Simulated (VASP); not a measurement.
PbF2:

```
Pb F
1.0
     0.00000    2.96366    2.96366
     2.96366    0.00000    2.96366
     2.96366    2.96366    0.00000
Pb F
1 2
Direct
  0.00000 0.00000 0.00000
  0.75000 0.75000 0.75000
  0.25000 0.25000 0.25000
```

Base run:

* Program: VASP 6.6.1
* Functional: PBE
* Potentials or basis: VASP PAW PBE potentials, release 64 (Pb_d, F)
* Cutoff: 600 eV
* k mesh: 6 × 6 × 6
* Occupations: fermi-dirac, width 0.05 eV
* Spin: non-collinear spin, zero start, spin-orbit coupling
* Starting moments: [[0.0, 0.0, 0.0], [0.0, 0.0, 0.0], [0.0, 0.0, 0.0]] μB

Its results: pressure 2.3 GPa; net moment 0.00 μB per cell.

Question: The run is repeated on the same cell with these changes: functional from PBE to LDA; potentials or basis from VASP PAW PBE potentials, release 64 (Pb_d, F) to VASP PAW LDA potentials, release 64 (Pb_d, F). What comes out?

Answer: Pressure -4.7 GPa; net moment 0.00 μB per cell.

Caveats: the cell stands under tension (at least some runs).
